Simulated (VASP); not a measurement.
# Na (Fm-3m) in VASP: relaxation of cell and atoms with PBE

Aim: the relaxation of cell and atoms of Na with PBE.

Program: VASP 6.6.1. These are calculated values, not measurements. Logs are shortened: lines on timing, memory, paths and dates and some standing lists are left out, and cuts for length are marked.

## 1. The cell of the first run

Symmetry: Fm-3m, No. 225, cubic system. The conventional cell has a = 5.056 Å, b = 5.056 Å, c = 5.056 Å, α = 90.00°, β = 90.00°, γ = 90.00°. Within 4.7 Å of Na (site symmetry m-3m) lie 12 Na at 3.58 Å.

This isn't the form of Na at room conditions, which is bcc.

## 2. Relaxation of cell and atoms, PBE, target pressure 1.4 GPa, at which the enthalpy is minimised

INCAR reads:

```
SYSTEM = Na
ALGO = Normal
EDIFF = 1E-6
EDIFFG = -0.005
ENCUT = 600
GGA = PE
IBRION = 2
ISIF = 3
ISMEAR = -1
LASPH = .TRUE.
LCHARG = .FALSE.
LREAL = .FALSE.
LWAVE = .FALSE.
NELM = 100
NSW = 32
PREC = Accurate
PSTRESS = 14.0
SIGMA = 0.08
```

KPOINTS reads:

```
k-points
0
G
  13 13 13
  0 0 0
```

POSCAR reads:

```
Na
1.0
    0.0000000000      2.5279537892      2.5279537892
    2.5279537892      0.0000000000      2.5279537892
    2.5279537892      2.5279537892      0.0000000000
Na
1
Direct
    0.0000000000      0.0000000000      0.0000000000
```

Potentials or basis: VASP PAW PBE potentials, release 64 (Na_pv).

Command:

```bash
$ cat potpaw_PBE.64/Na_pv/POTCAR > POTCAR
$ mpirun -np 1 vasp_std > vasp.out
```

OUTCAR:

```text
SYSTEM = Na
   EDIFF = 1E-6
   EDIFFG = -0.005
   ENCUT = 600
   GGA = PE
   IBRION = 2
   ISIF = 3
   ISMEAR = -1
   LASPH = .TRUE.
   LREAL = .FALSE.
   NELM = 100
   NSW = 32
   PREC = Accurate
   PSTRESS = 14.0

 ion  position               nearest neighbor table
   1  0.000  0.000  0.000-

  LATTYP: Found a face centered cubic cell.
 ALAT       =     5.0559075784

  Lattice vectors:

 A1 = (   0.0000000000,   2.5279537892,   2.5279537892)
 A2 = (   2.5279537892,   0.0000000000,   2.5279537892)
 A3 = (   2.5279537892,   2.5279537892,   0.0000000000)

Analysis of symmetry for initial positions (statically):
=====================================================================
 Subroutine PRICEL returns:
 Original cell was already a primitive cell.

 Routine SETGRP: Setting up the symmetry group for a
 face centered cubic supercell.

 Subroutine GETGRP returns: Found 48 space group operations
 (whereof 48 operations were pure point group operations)
 out of a pool of 48 trial point group operations.

The static configuration has the point symmetry O_h .

Analysis of symmetry for dynamics (positions and initial velocities):
=====================================================================
 Subroutine PRICEL returns:
 Original cell was already a primitive cell.

 Routine SETGRP: Setting up the symmetry group for a
 face centered cubic supercell.

 Subroutine GETGRP returns: Found 48 space group operations
 (whereof 48 operations were pure point group operations)
 out of a pool of 48 trial point group operations.

The dynamic configuration has the point symmetry O_h .

 Subroutine INISYM returns: Found 48 space group operations
 (whereof 48 operations are pure point group operations),
 and found     1 'primitive' translations

----------------------------------------------------------------------------------------

                                     Primitive cell

  volume of cell :      32.3100

  direct lattice vectors                    reciprocal lattice vectors
     0.000000000  2.527953789  2.527953789    -0.197788426  0.197788426  0.197788426
     2.527953789  0.000000000  2.527953789     0.197788426 -0.197788426  0.197788426
     2.527953789  2.527953789  0.000000000     0.197788426  0.197788426 -0.197788426

  length of vectors
     3.575066534  3.575066534  3.575066534     0.342579602  0.342579602  0.342579602

  position of ions in fractional coordinates (direct lattice)
     0.000000000  0.000000000  0.000000000

  ion indices of the primitive-cell ions
   primitive index   ion index
                 1           1

----------------------------------------------------------------------------------------

 KPOINTS: k-points

Automatic generation of k-mesh.
 Grid dimensions read from file:
 generate k-points for:   13   13   13

 Generating k-lattice:

  Cartesian coordinates                     Fractional coordinates (reciprocal lattice)
    -0.015214494  0.015214494  0.015214494     0.076923077  0.000000000  0.000000000
     0.015214494 -0.015214494  0.015214494     0.000000000  0.076923077  0.000000000
     0.015214494  0.015214494 -0.015214494     0.000000000  0.000000000  0.076923077

  Length of vectors
     0.026352277  0.026352277  0.026352277

  Shift w.r.t. Gamma in fractional coordinates (k-lattice)
     0.000000000  0.000000000  0.000000000

 Subroutine IBZKPT returns following result:
 ===========================================

 Found     84 irreducible k-points:

 Following reciprocal coordinates:
[... 46 lines left out ...]
   EDIFFG = -.5E-02   stopping-criterion for IOM
   NSW    =     32    number of steps for IOM
   IBRION =      2    ionic relax: 0-MD 1-quasi-New 2-CG
   NFREE  =      1    steps in history (QN), initial steepest desc. (CG)
   ISIF   =      3    stress and relaxation
   ISYM   =      2    0-nonsym 1-usesym 2-fastsym
   POTIM  = 0.5000    time-step for ionic-motion
   TEBEG  =    0.0;   TEEND  =   0.0 temperature during run
   PSTRESS=   14.0 pullay stress
   NELECT =       7.0000    total number of electrons
   NUPDOWN=      -1.0000    fix difference up-down
   EMIN   =  10.00;   EMAX   =-10.00  energy-range for DOS
   EFERMI =   0.00;   METHOD = LEGACY
   ISMEAR =    -1;   SIGMA  =   0.08  broadening in eV -4-tet -1-fermi 0-gaus
   EFERMI_NEDOS =   21; number of points for ismear=-14 and -15
   IALGO  =     38    algorithm
   IMIX   =      4    mixing-type and parameters
     AMIX     =   0.40;   BMIX     =  1.00
     AMIX_MAG =   1.60;   BMIX_MAG =  1.00
  volume/ion in A,a.u.               =      32.31       218.04
  Fermi-wavevector in a.u.,A,eV,Ry     =   0.983245  1.858063 13.153712  0.966771
  Thomas-Fermi vector in A             =   2.114388
   LORBIT       =      0    0 simple, 1 ext, 2 COOP (PROOUT), +10 PAW based schemes
   GGA     = PE    functional components
   LHFCALC =     F    Hartree Fock is set to
   AEXX    =    0.0000 exact exchange contribution
   IVDW    =     0    specifies the selected vdW correction
   LEPSILON=     F    determine dielectric tensor
   LRPA    =     F    only Hartree local field effects (RPA)
 conjugate gradient relaxation of ions
 non-spin polarized calculation
  energy-cutoff  :      600.00
  volume of cell :       32.31
 maximum number of plane-waves:      1093
 NGX is ok and might be reduce to    30
   NGX = 15   NGY = 15   NGZ = 15

--------------------------------------- Ionic step        1  -------------------------------------------

 number of electron       7.0000001 magnetization

 Free energy of the ion-electron system (eV)
  ---------------------------------------------------
  ext. energy  EPLUGINS =         0.00000000
  ---------------------------------------------------
  free energy    TOTEN  =        -1.29606649 eV

  energy without entropy =       -1.28501057  energy(sigma->0) =       -1.29053853

------------------------ aborting loop because EDIFF is reached ----------------------------------------

  FORCE on cell =-STRESS in cart. coord.  units (eV):
  Direction    XX          YY          ZZ          XY          YZ          ZX
  --------------------------------------------------------------------------------------
  -------------------------------------------------------------------------------------
  Total        0.2714427      0.2714427      0.2714427      0.0000000     -0.0000000      0.0000000
  in kB       13.4601952     13.4601952     13.4601952      0.0000000     -0.0000000      0.0000000
  external PRESSURE =      -0.5398048 kB  Pullay stress =      14.0000000 kB

 VOLUME and BASIS-vectors are now :
 -----------------------------------------------------------------------------
  energy-cutoff  :      600.00
  volume of cell :       32.31
      direct lattice vectors                 reciprocal lattice vectors
     0.000000000  2.527953789  2.527953789    -0.197788426  0.197788426  0.197788426
     2.527953789  0.000000000  2.527953789     0.197788426 -0.197788426  0.197788426
     2.527953789  2.527953789  0.000000000     0.197788426  0.197788426 -0.197788426

 POSITION                                       TOTAL-FORCE (eV/Angst)
 -----------------------------------------------------------------------------------
      0.00000      0.00000      0.00000         0.000000      0.000000      0.000000
 -----------------------------------------------------------------------------------
    total drift:                               -0.000000     -0.000000      0.000000

  FREE ENERGIE OF THE ION-ELECTRON SYSTEM (eV)
  ---------------------------------------------------
  free  energy   TOTEN  =        -1.2960664945 eV

  energy  without entropy=       -1.2850105676  energy(sigma->0) =       -1.29053853

  enthalpy is  TOTEN    =        -1.0137379160 eV   P V=        0.2823285784

--------------------------------------- Ionic step        2  -------------------------------------------

 number of electron       7.0000002 magnetization

 Free energy of the ion-electron system (eV)
  ---------------------------------------------------
  ext. energy  EPLUGINS =         0.00000000
  ---------------------------------------------------
  free energy    TOTEN  =        -1.29562475 eV

  energy without entropy =       -1.28457660  energy(sigma->0) =       -1.29010068

 E-fermi :   0.7762     XC(G=0):  -6.8759

 val. band max:        0.6695750695   @ k =   0.3846   0.3846   0.0000
 cond. band min:       0.7970343833   @ k =  -0.3077   0.2308   0.0769
 fundamental gap:      0.1274593138
 Fermi energy:         0.7762159662

 k-point     1 :       0.0000    0.0000    0.0000
  band No.  band energies     occupation
      1     -24.0432      2.00000
      2     -24.0431      2.00000
      3     -24.0431      2.00000
      4      -2.8231      2.00000
      5      12.7239      0.00000
      6      12.7239      0.00000
      7      12.7239      0.00000
[... 221 lines left out ...]
 k-point    24 :       0.4615    0.1538    0.0000
  band No.  band energies     occupation
      1     -24.0931      2.00000
      2     -24.0570      2.00000
      3     -24.0538      2.00000
      4       0.5296      1.91233
      5       3.6118      0.00000
      6       8.9295      0.00000
      7      10.2288      0.00000

 [... further k-points ...]

------------------------ aborting loop because EDIFF is reached ----------------------------------------

  FORCE on cell =-STRESS in cart. coord.  units (eV):
  Direction    XX          YY          ZZ          XY          YZ          ZX
  --------------------------------------------------------------------------------------
  -------------------------------------------------------------------------------------
  Total        0.2845861      0.2845861      0.2845861      0.0000000      0.0000000      0.0000000
  in kB       14.1342019     14.1342019     14.1342019      0.0000000      0.0000000      0.0000000
  external PRESSURE =       0.1342019 kB  Pullay stress =      14.0000000 kB

 VOLUME and BASIS-vectors are now :
 -----------------------------------------------------------------------------
  energy-cutoff  :      600.00
  volume of cell :       32.26
      direct lattice vectors                 reciprocal lattice vectors
     0.000000000  2.526626200  2.526626200    -0.197892352  0.197892352  0.197892352
     2.526626200 -0.000000000  2.526626200     0.197892352 -0.197892352  0.197892352
     2.526626200  2.526626200  0.000000000     0.197892352  0.197892352 -0.197892352

 POSITION                                       TOTAL-FORCE (eV/Angst)
 -----------------------------------------------------------------------------------
      2.52663      2.52663      0.00000         0.000000      0.000000      0.000000
 -----------------------------------------------------------------------------------
    total drift:                                0.000000      0.000000      0.000000

  FREE ENERGIE OF THE ION-ELECTRON SYSTEM (eV)
  ---------------------------------------------------
  free  energy   TOTEN  =        -1.2956247487 eV

  energy  without entropy=       -1.2845766047  energy(sigma->0) =       -1.29010068

  enthalpy is  TOTEN    =        -1.0137407429 eV   P V=        0.2818840058

 reached required accuracy - stopping structural energy minimisation
```

Run time: 34 s. Hardware: 1 thread of Intel Xeon 8259CL, shared host; peak memory 0.17 GiB.

What came out:

| Property | Result |
| --- | --- |
| Free energy | -1.2956 eV |
| Relaxed volume | 32.26 Å³/atom |
| Relaxed cell | a = 3.573 Å, b = 3.573 Å, c = 3.573 Å, α = 60.00°, β = 60.00°, γ = 60.00° |
| Space group after relaxing (to 0.1 Å) | Fm-3m (No. 225) |
| Energy change on relaxing (the run minimises the enthalpy) | +0.4 meV/atom |
| Ionic steps | 2 |
| Pressure after relaxing | 1.4 GPa |
| Band gap on the k mesh | zero (an odd number of electrons rules out a gap without spin polarisation) |

The path:
| step | energy change (eV) | largest force (eV/Å) | pressure (GPa) | volume (Å³) |
| --- | --- | --- | --- | --- |
| 1 | 0.0000 | 0.0000 | 1.35 | 32.31 |
| 2 | 0.0004 | 0.0000 | 1.41 | 32.26 |

Final structure:
```xyz
1
Lattice="0.0000 2.5266 2.5266 2.5266 0.0000 2.5266 2.5266 2.5266 0.0000" Properties=species:S:1:pos:R:3 pbc="T T T"
Na    2.5266    2.5266    0.0000
```

Caveat: the cell is relaxed towards a set pressure, so the run minimises the enthalpy, not the energy.
